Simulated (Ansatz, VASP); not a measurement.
# TePb: VASP beside Ansatz

Contents of POSCAR:

```
TePb
1.0
    0.0000000000      3.0858183393      3.0858183393
    3.0858183393      0.0000000000      3.0858183393
    3.0858183393      3.0858183393      0.0000000000
Pb Te
1 1
Direct
    0.0000000000      0.0000000000      0.0000000000
    0.5000000000      0.5000000000      0.5000000000
```

INCAR.step1

```
SYSTEM = TePb
ALGO = Normal ; EDIFF = 1E-5
ENCUT = 520 ; GGA = PE
ISIF = 2 ; ISMEAR = 0
LASPH = .True. ; LCHARG = .False.
LREAL = .False. ; LWAVE = .True.
NBANDS = 17 ; NELM = 100
PREC = Accurate ; SIGMA = 0.01
```

Contents of INCAR.step2:

```
SYSTEM = TePb
ALGO = Normal ; EDIFF = 1E-6
ENCUT = 520 ; GGA = PE
HFSCREEN = 0.2079 ; ISIF = 2
ISMEAR = 0 ; ISTART = 1
LASPH = .True. ; LCHARG = .False.
LHFCALC = .True. ; LREAL = .False.
LWAVE = .False. ; NBANDS = 17
NELM = 100 ; PREC = Accurate
PRECFOCK = Normal ; SIGMA = 0.01
```

Contents of KPOINTS:

```
k-points
0
Gamma
  6 6 6
  0 0 0
```

Input for Ansatz:

```yaml
crystal:
  lattice:
    - [0.0, 3.0858183393, 3.0858183393]
    - [3.0858183393, 0.0, 3.0858183393]
    - [3.0858183393, 3.0858183393, 0.0]
  atoms:
    - { symbol: Pb, position: [0.0, 0.0, 0.0] }
    - { symbol: Te, position: [0.5, 0.5, 0.5] }
kpoints:
  mp_grid: { grid: [6, 6, 6] }
  band_path:
    path:
      - [0.0, 0.0, 0.0]
      - [0.5, 0.0, 0.5]
      - [0.625, 0.25, 0.625]
      - [0.375, 0.375, 0.75]
      - [0.5, 0.5, 0.5]
      - [0.5, 0.25, 0.75]
      - [0.0, 0.0, 0.5]
    npoints: 1
hamiltonian:
  xc: hse06
scf:
  occupations: { method: fixed }
  n_extra_bands: 4
output:
  forces: true
  stress: true
  eigenvalues: true
  write_density: true
  write_potential: true
  elf: true
  volumetric_format: npy
```

Change from the starting cell: hydrostatic strain -5.6%.

Alike in both runs: task single point; functional HSE06; k mesh 6 × 6 × 6; no spin polarisation.

|  | VASP | Ansatz |
| --- | --- | --- |
| version | VASP 6.6.1 | Ansatz 0.2.0 |
| potentials or method | VASP PAW PBE potentials, release 64 (Pb_d, Te) | plane waves, PAW |
| plane-wave cutoff (eV) | 520 | 420 |
| occupations | gaussian, width 0.01 eV | fixed |
| valence electrons in the cell | 20 | 30 |

```tsv
	VASP	Ansatz	Ansatz less VASP
gap on the k mesh at the Fermi level (eV)	0.63	0.69	+0.051
pressure (GPa)	9.7	10.0	+0.31
```

VASP's potentials hold 20 valence electrons a cell and Ansatz's 30, so a difference there can come from the potentials and not from the codes. Ansatz's warnings: stress exchange threshold loose, stress scf threshold loose.

Spin-orbit coupling is off throughout.
